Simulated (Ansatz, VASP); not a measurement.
## One calculation of Nb, two programs

File INCAR:

```
SYSTEM = Nb
PREC = Accurate
ENCUT = 520
EDIFF = 1E-6
ISMEAR = -1
SIGMA = 0.05
LREAL = .FALSE.
LASPH = .TRUE.
NELM = 100
ALGO = Normal
ISIF = 2
LWAVE = .FALSE.
LCHARG = .TRUE.
GGA = PE
LELF = .TRUE.
LVHAR = .TRUE.
NBANDS = 20
```

The input KPOINTS:

```
regular mesh
0
G
  16 16 9
  0 0 0
```

The input POSCAR:

```
Nb
1.0
    2.5443912676      0.0000000000      0.0000000000
   -1.2721956338      2.2035074749      0.0000000000
    0.0000000000      0.0000000000      4.5279234396
Nb
2
Direct
    0.3333333333      0.6666666667      0.2500000000
    0.6666666667      0.3333333333      0.7500000000
```

Input for Ansatz:

```yaml
crystal:
  lattice:
    - [2.5443912676, 0.0, 0.0]
    - [-1.2721956338, 2.2035074749, 0.0]
    - [0.0, 0.0, 4.5279234396]
  atoms:
    - { symbol: Nb, position: [0.3333333333, 0.6666666667, 0.25] }
    - { symbol: Nb, position: [0.6666666667, 0.3333333333, 0.75] }
kpoints:
  mp_grid: { grid: [16, 16, 9] }
scf:
  occupations: { method: fermi_dirac, width: 0.05 }
hamiltonian:
  xc: pbe
  pseudopotentials: { kind: all_electron, lapw: { basis_error: 0.001 } }
output:
  forces: true
  stress: true
  eigenvalues: true
  populations: true
```

Change from the starting cell: volume scaled by 0.68, LAPW.

Alike in both runs: task single point; functional PBE; k mesh 16 × 16 × 9; occupations fermi-dirac, width 0.05 eV; no spin polarisation.

```csv
,VASP,Ansatz
version,VASP 6.6.1,Ansatz 0.2.0
potentials or method,"VASP PAW PBE potentials, release 64 (Nb_sv), cutoff 520 eV","all-electron LAPW, scalar-relativistic"
```

|  | VASP | Ansatz | Ansatz less VASP |
| --- | --- | --- | --- |
| pressure (GPa) | 123.9 | 124.2 | +0.27 |
| traceless stress, the component that is largest in VASP (GPa) | -0.21 | 0.04 | +0.244 |

Both programs put the cell under a high pressure, so it lies far from rest at this level. Ansatz ran all-electron here, and VASP with PAW potentials.

Noted on VASP's run: the cell as given lies far from equilibrium.
